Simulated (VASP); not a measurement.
# Ca: relaxation of cell and atoms with PBE

The system is Ca.

```
Ca
1.0
     2.61500    0.00000    0.00000
     0.00000    2.61500    0.00000
     0.00000    0.00000    2.61500
Ca
1
Direct
  0.00000 0.00000 0.00000
```

```yaml
Program: VASP 6.6.1
Task: relaxation of cell and atoms
Functional: PBE
Potentials_or_basis: VASP PAW PBE potentials, release 64 (Ca_sv)
Cutoff: 600 eV
k_mesh: 8 × 8 × 8
Occupations: fermi-dirac, width 0.05 eV
Spin: no spin polarisation
Dipole_correction: no
Further_INCAR_settings: ALGO = Normal; EDIFF = 1e-07; IBRION = 2; EDIFFG = -0.01; NSW = 80; ISIF = 3
```

The relaxed volume is 43.82 Å³/atom. The relaxed cell is a = 3.526 Å, b = 3.526 Å, c = 3.526 Å, α = 90.00°, β = 90.00°, γ = 90.00°, the space group after relaxing (to 0.05 Å) is Pm-3m (No. 221) and the energy gained by relaxing is 1747.2 meV/atom. The ionic steps are 5. The pressure after relaxing is 0.0 GPa and the band gap on the k mesh is zero (band 5 reaches 2.41 eV, above the bottom of band 6 at 1.22 eV).

Step by step:
```tsv
step	energy change (eV)	largest force (eV/Å)	pressure (GPa)	volume (Å³)
1	0.0000	0.0000	42.08	17.88
2	-1.6218	0.0000	4.79	33.00
3	-1.7200	0.0000	1.75	38.11
4	-1.7212	0.0000	-1.29	49.86
5	-1.7472	0.0000	-0.02	43.82
```

Final structure:
```
Ca
1.0
     3.52559    0.00000    0.00000
     0.00000    3.52559    0.00000
     0.00000    0.00000    3.52559
Ca
1
Direct
  0.00000 0.00000 0.00000
```

Levels at points of the mesh, in eV from the Fermi level:
| k point | band 1 | band 2 | band 3 | band 4 | band 5 | band 6 | band 7 | band 8 | band 9 |
| --- | --- | --- | --- | --- | --- | --- | --- | --- | --- |
| (0.00, 0.00, 0.00) | -42.20 | -23.09 | -23.09 | -23.09 | -3.78 | 0.87 | 0.87 | 4.08 | 4.08 |
| (0.50, 0.00, 0.00) | -42.18 | -23.30 | -23.08 | -23.08 | -1.15 | -0.46 | 1.36 | 2.88 | 2.88 |
| (0.50, 0.50, 0.00) | -42.17 | -23.27 | -23.27 | -23.06 | -0.30 | 0.94 | 2.35 | 2.35 | 3.16 |
| (0.50, 0.50, 0.50) | -42.15 | -23.25 | -23.25 | -23.25 | 0.74 | 0.74 | 0.74 | 4.81 | 5.68 |

Run time: 16 s on 1 thread of Intel(R) Xeon(R) 6975P-C (Granite Rapids), on a shared host, peak memory 0.14 GiB.

Caveat: the volume moved by over 15 % at a fixed basis, so the end points are rough; the volume moved by +145 % from the deposited cell, more than functionals usually miss. Zero-point motion and thermal expansion aren't in these numbers.
